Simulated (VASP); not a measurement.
# Sc (Im-3m) in VASP: a series of runs

Runs on Sc. Level: LDA. Tasks: single point, relaxation of cell and atoms.

Everything below comes from runs of VASP 6.6.1. Logs are shortened: lines on timing, memory, paths and dates and some standing lists are left out, and cuts for length are marked.

## 1. The cell of the first run

The structure is cubic, space group Im-3m (No. 229). Conventional cell: a = 2.664 Å, b = 2.664 Å, c = 2.664 Å, α = 90.00°, β = 90.00°, γ = 90.00°. Within 3.0 Å of Sc (site symmetry m-3m) lie 14 Sc at 2.31 to 2.66 Å.

This isn't the form of Sc at room conditions, which is hcp.

## 2. Single point, LDA

INCAR

```
SYSTEM = Sc
  PREC = Accurate
  ENCUT = 520
  EDIFF = 1E-6
  ISMEAR = -1
  SIGMA = 0.05
  LREAL = .FALSE.
  LASPH = .TRUE.
  NELM = 60
  ALGO = Normal
  ISIF = 2
  LWAVE = .FALSE.
  LCHARG = .FALSE.
  GGA = CA
  NBANDS = 12
```

KPOINTS

```
regular mesh
0
G
  20 20 20
  0 0 0
```

POSCAR

```
Sc
1.0
   -1.3319945465      1.3319945465      1.3319945465
    1.3319945465     -1.3319945465      1.3319945465
    1.3319945465      1.3319945465     -1.3319945465
Sc
1
Direct
    0.0000000000      0.0000000000      0.0000000000
```

Potentials or basis: VASP PAW LDA potentials, release 64 (Sc_sv).

Run with:

```
$ cat potpaw_LDA.64/Sc_sv/POTCAR > POTCAR
$ mpirun -np 1 vasp_std > vasp.out
```

OUTCAR:

```text
SYSTEM = Sc
   PREC = Accurate
   ENCUT = 520
   EDIFF = 1E-6
   ISMEAR = -1
   LREAL = .FALSE.
   LASPH = .TRUE.
   NELM = 60
   ISIF = 2
   GGA = CA

 ion  position               nearest neighbor table
   1  0.000  0.000  0.000-

  LATTYP: Found a body centered cubic cell.
 ALAT       =     2.6639890930

  Lattice vectors:

 A1 = (  -1.3319945465,   1.3319945465,   1.3319945465)
 A2 = (   1.3319945465,  -1.3319945465,   1.3319945465)
 A3 = (   1.3319945465,   1.3319945465,  -1.3319945465)

Analysis of symmetry for initial positions (statically):
=====================================================================
 Subroutine PRICEL returns:
 Original cell was already a primitive cell.

 Routine SETGRP: Setting up the symmetry group for a
 body centered cubic supercell.

 Subroutine GETGRP returns: Found 48 space group operations
 (whereof 48 operations were pure point group operations)
 out of a pool of 48 trial point group operations.

The static configuration has the point symmetry O_h .

Analysis of symmetry for dynamics (positions and initial velocities):
=====================================================================
 Subroutine PRICEL returns:
 Original cell was already a primitive cell.

 Routine SETGRP: Setting up the symmetry group for a
 body centered cubic supercell.

 Subroutine GETGRP returns: Found 48 space group operations
 (whereof 48 operations were pure point group operations)
 out of a pool of 48 trial point group operations.

The dynamic configuration has the point symmetry O_h .

 Subroutine INISYM returns: Found 48 space group operations
 (whereof 48 operations are pure point group operations),
 and found     1 'primitive' translations

----------------------------------------------------------------------------------------

                                     Primitive cell

  volume of cell :       9.4529

  direct lattice vectors                    reciprocal lattice vectors
    -1.331994547  1.331994547  1.331994547     0.000000000  0.375376912  0.375376912
     1.331994547 -1.331994547  1.331994547     0.375376912  0.000000000  0.375376912
     1.331994547  1.331994547 -1.331994547     0.375376912  0.375376912  0.000000000

  length of vectors
     2.307082230  2.307082230  2.307082230     0.530863120  0.530863120  0.530863120

  position of ions in fractional coordinates (direct lattice)
     0.000000000  0.000000000  0.000000000

  ion indices of the primitive-cell ions
   primitive index   ion index
                 1           1

----------------------------------------------------------------------------------------

 KPOINTS: regular mesh

Automatic generation of k-mesh.
 Grid dimensions read from file:
 generate k-points for:   20   20   20

 Generating k-lattice:

  Cartesian coordinates                     Fractional coordinates (reciprocal lattice)
     0.000000000  0.018768846  0.018768846     0.050000000  0.000000000  0.000000000
     0.018768846  0.000000000  0.018768846     0.000000000  0.050000000  0.000000000
     0.018768846  0.018768846  0.000000000     0.000000000  0.000000000  0.050000000

  Length of vectors
     0.026543156  0.026543156  0.026543156

  Shift w.r.t. Gamma in fractional coordinates (k-lattice)
     0.000000000  0.000000000  0.000000000

 Subroutine IBZKPT returns following result:
 ===========================================

 Found    256 irreducible k-points:

 Following reciprocal coordinates:
            Coordinates               Weight
  0.000000  0.000000  0.000000      1.000000
  0.050000  0.000000  0.000000     12.000000
  0.100000  0.000000  0.000000     12.000000
  0.150000  0.000000  0.000000     12.000000
  0.200000  0.000000  0.000000     12.000000
  0.250000  0.000000  0.000000     12.000000
[... 16 lines left out ...]
  0.200000  0.100000 -0.000000     48.000000
  0.250000  0.100000  0.000000     48.000000
 [... further k-points ...]
   k-points           NKPTS =    256   k-points in BZ     NKDIM =    256   number of bands    NBANDS=     12
   number of dos      NEDOS =    301   number of ions     NIONS =      1
   total plane-waves  NPLWV =   5832
   dimension x,y,z NGX =    18 NGY =   18 NGZ =   18
   dimension x,y,z NGXF=    36 NGYF=   36 NGZF=   36
   ions per type =               1
   NGX,Y,Z   is equivalent  to a cutoff of  12.97, 12.97, 12.97 a.u.
   NGXF,Y,Z  is equivalent  to a cutoff of  25.94, 25.94, 25.94 a.u.
 SYSTEM =  Sc
   PREC   = accura    normal or accurate (medium, high low for compatibility)
   ISTART =      0    job   : 0-new  1-cont  2-samecut
   ICHARG =      2    charge: 1-file 2-atom 10-const
   ISPIN  =      1    spin polarized calculation?
   LNONCOLLINEAR =      F non collinear calculations
   LSORBIT =      F    spin-orbit coupling
   LASPH  =      T    aspherical Exc in radial PAW
   ENCUT  =  520.0 eV  38.22 Ry    6.18 a.u.   4.29  4.29  4.29*2*pi/ulx,y,z
   NELM   =     60;   NELMIN=  2; NELMDL= -5     # of ELM steps
   EDIFF  = 0.1E-05   stopping-criterion for ELM
   LREAL  =      F    real-space projection
   EDIFFG = 0.1E-04   stopping-criterion for IOM
   NSW    =      0    number of steps for IOM
   IBRION =     -1    ionic relax: 0-MD 1-quasi-New 2-CG
   NFREE  =      0    steps in history (QN), initial steepest desc. (CG)
   ISIF   =      2    stress and relaxation
   ISYM   =      2    0-nonsym 1-usesym 2-fastsym
   POTIM  = 0.5000    time-step for ionic-motion
   TEBEG  =    0.0;   TEEND  =   0.0 temperature during run
   PSTRESS=    0.0 pullay stress
   NELECT =      11.0000    total number of electrons
   NUPDOWN=      -1.0000    fix difference up-down
   EMIN   =  10.00;   EMAX   =-10.00  energy-range for DOS
   EFERMI =   0.00;   METHOD = LEGACY
   ISMEAR =    -1;   SIGMA  =   0.05  broadening in eV -4-tet -1-fermi 0-gaus
   EFERMI_NEDOS =   21; number of points for ismear=-14 and -15
   IALGO  =     38    algorithm
   IMIX   =      4    mixing-type and parameters
     AMIX     =   0.40;   BMIX     =  1.00
     AMIX_MAG =   1.60;   BMIX_MAG =  1.00
  volume/ion in A,a.u.               =       9.45        63.79
  Fermi-wavevector in a.u.,A,eV,Ry     =   1.721934  3.253984 40.342067  2.965058
  Thomas-Fermi vector in A             =   2.798093
   LORBIT       =      0    0 simple, 1 ext, 2 COOP (PROOUT), +10 PAW based schemes
   GGA     = CA    functional components
   LHFCALC =     F    Hartree Fock is set to
   AEXX    =    0.0000 exact exchange contribution
   IVDW    =     0    specifies the selected vdW correction
   LEPSILON=     F    determine dielectric tensor
   LRPA    =     F    only Hartree local field effects (RPA)
 non-spin polarized calculation
  energy-cutoff  :      520.00
  volume of cell :        9.45
 maximum number of plane-waves:       268
 NGX is ok and might be reduce to    18
   NGX =  9   NGY =  9   NGZ =  9

 number of electron      10.9999996 magnetization

 Free energy of the ion-electron system (eV)
  ---------------------------------------------------
  ext. energy  EPLUGINS =         0.00000000
  ---------------------------------------------------
  free energy    TOTEN  =        -2.58435680 eV

  energy without entropy =       -2.57335017  energy(sigma->0) =       -2.57885349

 E-fermi :  11.1343     XC(G=0): -14.9017

 val. band max:       11.1247977706   @ k =  -0.3000   0.4000   0.1500
 cond. band min:      11.1497344482   @ k =   0.2000   0.2000   0.0000
 fundamental gap:      0.0249366776
 Fermi energy:        11.1343308373

 k-point     1 :       0.0000    0.0000    0.0000
  band No.  band energies     occupation
      1     -37.6262      2.00000
      2     -12.6063      2.00000
      3     -12.6063      2.00000
      4     -12.6063      2.00000
      5       8.2164      2.00000
      6      13.5690      0.00000
      7      13.5690      0.00000
      8      13.5690      0.00000
      9      17.5480      0.00000
     10      17.5480      0.00000
     11      33.5350      0.00000
     12      33.5350      0.00000

 k-point     2 :       0.0500    0.0000    0.0000
  band No.  band energies     occupation
      1     -37.5826      2.00000
      2     -12.7699      2.00000
      3     -12.6510      2.00000
      4     -12.6104      2.00000
      5       8.4023      2.00000
      6      13.4549      0.00000
      7      13.5485      0.00000
      8      13.7382      0.00000
      9      17.3753      0.00000
     10      17.5491      0.00000
     11      33.6532      0.00000
     12      33.8014      0.00000

 k-point     3 :       0.1000    0.0000    0.0000
  band No.  band energies     occupation
      1     -37.4542      2.00000
      2     -13.2336      2.00000
      3     -12.7789      2.00000
      4     -12.6226      2.00000
      5       8.9022      2.00000
      6      13.1361      0.00000
      7      13.4693      0.00000
      8      14.2355      0.00000
      9      17.0010      0.00000
     10      17.5600      0.00000
     11      33.9472      0.00000
     12      34.5706      0.00000

 k-point     4 :       0.1500    0.0000    0.0000
  band No.  band energies     occupation
      1     -37.2495      2.00000
      2     -13.9277      2.00000
      3     -12.9727      2.00000
      4     -12.6416      2.00000
      5       9.5164      2.00000
      6      12.6723      0.00000
      7      13.3608      0.00000
      8      15.0315      0.00000
      9      16.7257      0.00000
     10      17.6001      0.00000
     11      34.2231      0.00000
     12      35.3671      0.00000

 k-point     5 :       0.2000    0.0000    0.0000
  band No.  band energies     occupation
      1     -36.9823      2.00000
      2     -14.7635      2.00000
      3     -13.2083      2.00000
      4     -12.6661      2.00000
      5       9.8425      2.00000
      6      12.1347      0.00000
      7      13.5242      0.00000
      8      16.0794      0.00000
      9      16.7368      0.00000
     10      17.6915      0.00000
     11      34.1752      0.00000
     12      35.7725      0.00000
[... 228 lines left out ...]
      1     -37.1319      2.00000
      2     -14.2708      2.00000
      3     -13.0019      2.00000
      4     -12.7738      2.00000
      5       9.9107      2.00000
      6      12.6940      0.00000
      7      12.7748      0.00000
      8      15.7237      0.00000
      9      16.3892      0.00000
     10      17.8757      0.00000
     11      34.6832      0.00000
     12      35.5905      0.00000

 k-point    22 :       0.1500    0.1000    0.0000
  band No.  band energies     occupation
      1     -36.8738      2.00000
      2     -15.0021      2.00000
      3     -13.2532      2.00000
      4     -12.8334      2.00000
      5      10.2930      2.00000
      6      12.1780      0.00000
      7      12.7559      0.00000
      8      16.2983      0.00000
      9      16.9113      0.00000
     10      18.1357      0.00000
     11      34.8046      0.00000
     12      35.6812      0.00000

 k-point    23 :       0.2000    0.1000   -0.0000
  band No.  band energies     occupation
      1     -36.5754      2.00000
      2     -15.7825      2.00000
      3     -13.5511      2.00000
      4     -12.8782      2.00000
      5      10.0818      2.00000
      6      11.6379      0.00008
      7      13.3796      0.00000
      8      16.4868      0.00000
      9      18.1920      0.00000
     10      18.4865      0.00000
     11      34.1839      0.00000
     12      35.4345      0.00000

 k-point    24 :       0.2500    0.1000    0.0000
  band No.  band energies     occupation
      1     -36.2623      2.00000
      2     -16.5454      2.00000
      3     -13.8458      2.00000
      4     -12.9176      2.00000
      5       9.5128      2.00000
      6      11.1815      0.56073
      7      14.3526      0.00000
      8      16.9080      0.00000
      9      18.6419      0.00000
     10      19.7547      0.00000
     11      33.1619      0.00000
     12      34.8734      0.00000

 [... further k-points ...]

------------------------ aborting loop because EDIFF is reached ----------------------------------------

  FORCE on cell =-STRESS in cart. coord.  units (eV):
  Direction    XX          YY          ZZ          XY          YZ          ZX
  --------------------------------------------------------------------------------------
  -------------------------------------------------------------------------------------
  Total        9.7613552      9.7613552      9.7613552      0.0000000     -0.0000000     -0.0000000
  in kB     1654.4489432   1654.4489432   1654.4489432      0.0000000     -0.0000000     -0.0000000
  external PRESSURE =    1654.4489432 kB  Pullay stress =       0.0000000 kB

 VOLUME and BASIS-vectors are now :
 -----------------------------------------------------------------------------
  energy-cutoff  :      520.00
  volume of cell :        9.45
      direct lattice vectors                 reciprocal lattice vectors
    -1.331994547  1.331994547  1.331994547     0.000000000  0.375376912  0.375376912
     1.331994547 -1.331994547  1.331994547     0.375376912  0.000000000  0.375376912
     1.331994547  1.331994547 -1.331994547     0.375376912  0.375376912  0.000000000

 POSITION                                       TOTAL-FORCE (eV/Angst)
 -----------------------------------------------------------------------------------
      0.00000      0.00000      0.00000         0.000000      0.000000      0.000000
 -----------------------------------------------------------------------------------
    total drift:                                0.000000      0.000000      0.000000

  FREE ENERGIE OF THE ION-ELECTRON SYSTEM (eV)
  ---------------------------------------------------
  free  energy   TOTEN  =        -2.5843568040 eV

  energy  without entropy=       -2.5733501660  energy(sigma->0) =       -2.57885349
```

It took 24 s on 1 thread of Intel Xeon Platinum 8259CL at 2.50GHz (Skylake/Cascade Lake), shared host; peak memory 0.13 GiB.

What came out:

* Free energy: -2.5844 eV
* Pressure: 165.4 GPa
* Band gap on the k mesh: zero (an odd number of electrons rules out a gap without spin polarisation)

Levels at points of the mesh, in eV from the Fermi level:
| k point | band 3 | band 4 | band 5 | band 6 | band 7 | band 8 | band 9 | band 10 |
| --- | --- | --- | --- | --- | --- | --- | --- | --- |
| (0.00, 0.00, 0.00) | -23.74 | -23.74 | -2.92 | 2.43 | 2.43 | 2.43 | 6.41 | 6.41 |
| (0.50, 0.00, 0.00) | -25.34 | -23.92 | -3.64 | -1.06 | 7.04 | 7.77 | 8.31 | 11.20 |
| (0.50, 0.50, 0.50) | -27.33 | -27.33 | -5.24 | -5.24 | 10.11 | 10.11 | 10.11 | 18.15 |

Caveat: the cell stands under pressure.

## 3. Single point, LDA

INCAR

```
PREC = Accurate
ENCUT = 520
EDIFF = 1E-7
ISMEAR = -1
SIGMA = 0.05
LREAL = F
LASPH = T
NELM = 60
ALGO = Normal
ISIF = 2
LWAVE = F
LCHARG = F
NBANDS = 12
```

KPOINTS

```
regular mesh
0
Gamma
  20 20 20
```

POSCAR

```
Sc
1.0
   -1.3316544576      1.3316544576      1.3316544576
    1.3316544576     -1.3316544576      1.3316544576
    1.3316544576      1.3316544576     -1.3316544576
Sc
1
Direct
    0.0000000000      0.0000000000      0.0000000000
```

Potentials or basis: VASP PAW LDA potentials, release 64 (Sc_sv).

Run with:

```
$ cat potpaw_LDA.64/Sc_sv/POTCAR > POTCAR
$ mpirun -np 1 vasp_std > vasp.out
```

It took 25 s on 1 thread of Intel Xeon Platinum 8259CL at 2.50GHz (Skylake/Cascade Lake), shared host; peak memory 0.14 GiB.

The run converged. Its results:

- Free energy: -2.5769 eV
- Pressure: 165.7 GPa
- Band gap on the k mesh: zero (an odd number of electrons rules out a gap without spin polarisation)

Levels at points of the mesh, in eV from the Fermi level:
| k point | band 2 | band 3 | band 4 | band 5 | band 6 | band 7 | band 8 | band 9 | band 10 | band 11 |
| --- | --- | --- | --- | --- | --- | --- | --- | --- | --- | --- |
| (0.00, 0.00, 0.00) | -23.74 | -23.74 | -23.74 | -2.91 | 2.43 | 2.43 | 2.43 | 6.42 | 6.42 | 22.41 |
| (0.50, 0.00, 0.00) | -29.53 | -25.34 | -23.92 | -3.65 | -1.06 | 7.04 | 7.77 | 8.33 | 11.20 | 18.64 |
| (0.50, 0.50, 0.50) | -27.33 | -27.33 | -27.33 | -5.24 | -5.24 | 10.12 | 10.12 | 10.12 | 18.17 | 18.17 |

Caveat: the cell stands under pressure.

## 4. Relaxation of cell and atoms, LDA, target pressure 160 GPa, at which the enthalpy is minimised

This run uses another cell than the first one, of 9.42 Å³/atom.

INCAR

```
SYSTEM = Sc
PREC = Accurate
ENCUT = 600
EDIFF = 1E-7
ISMEAR = -1
SIGMA = 0.05
LREAL = .FALSE.
LASPH = .TRUE.
NELM = 80
ALGO = Normal
ISIF = 3
LWAVE = .FALSE.
LCHARG = .FALSE.
IBRION = 2
NSW = 60
EDIFFG = -0.005
PSTRESS = 1600.0
```

KPOINTS

```
regular mesh
0
G
  20 20 20
  0 0 0
```

POSCAR

```
Sc
1.0
   -1.3304653428      1.3304653428      1.3304653428
    1.3304653428     -1.3304653428      1.3304653428
    1.3304653428      1.3304653428     -1.3304653428
Sc
1
Direct
    0.0000000000      0.0000000000      0.0000000000
```

Run with:

```
$ cat potpaw_LDA.64/Sc_sv/POTCAR > POTCAR
$ mpirun -np 1 vasp_std > vasp.out
```

It took 57 s on 1 thread of Intel Xeon Platinum 8259CL at 2.50GHz (Skylake/Cascade Lake), shared host; peak memory 0.14 GiB.

It converged, with:

| Property | Result |
| --- | --- |
| Free energy | -2.7309 eV |
| Relaxed volume | 9.60 Å³/atom |
| Relaxed cell | a = 2.319 Å, b = 2.319 Å, c = 2.319 Å, α = 109.47°, β = 109.47°, γ = 109.47° |
| Space group after relaxing (to 0.1 Å) | Im-3m (No. 229) |
| Energy change on relaxing (the run minimises the enthalpy) | -180.1 meV/atom |
| Ionic steps | 3 |
| Pressure after relaxing | 160.0 GPa |
| Band gap on the k mesh | zero (an odd number of electrons rules out a gap without spin polarisation) |

Step by step:
```csv
step,energy change (eV),largest force (eV/Å),pressure (GPa),volume (Å³)
1,0.0000,0.0000,166.79,9.42
2,-0.5416,0.0000,146.44,9.98
3,-0.1801,0.0000,160.04,9.60
```

Final structure:
```
Sc
1.0
    -1.33873    1.33873    1.33873
     1.33873   -1.33873    1.33873
     1.33873    1.33873   -1.33873
Sc
1
Direct
  0.00000 0.00000 0.00000
```

Levels at points of the mesh, in eV from the Fermi level:
| k point | band 2 | band 3 | band 4 | band 5 | band 6 | band 7 | band 8 | band 9 |
| --- | --- | --- | --- | --- | --- | --- | --- | --- |
| (0.00, 0.00, 0.00) | -23.82 | -23.82 | -23.82 | -3.07 | 2.43 | 2.43 | 2.43 | 6.36 |
| (0.50, 0.00, 0.00) | -29.41 | -25.37 | -23.99 | -3.60 | -1.00 | 6.96 | 7.68 | 8.07 |
| (0.50, 0.50, 0.50) | -27.29 | -27.29 | -27.29 | -5.12 | -5.12 | 9.99 | 9.99 | 9.99 |

Caveat: the cell is relaxed towards a set pressure, so the run minimises the enthalpy, not the energy.

## 5. Overview

```csv
task,cell,cutoff (eV),gap on the mesh (eV),pressure (GPa)
single point,"a = 2.307 Å, angles 109.5°, 1 atom",520,none,165.4
single point,"a = 2.306 Å, angles 109.5°, 1 atom",520,none,165.7
relaxation of cell and atoms,"relaxed to 160 GPa from a = 2.304 Å, angles 109.5°, 1 atom",600,none,160.0
```

Alike in all rows: level LDA; potentials or basis VASP PAW LDA potentials, release 64 (Sc_sv); no spin polarisation; k mesh 20 × 20 × 20; smearing fermi-dirac 0.05 eV.

Caveats: the cell stands under pressure (at least some runs); the cell is relaxed towards a set pressure, so the run minimises the enthalpy, not the energy (at least some runs).

Absolute energies hang on the potentials; compare differences alone.
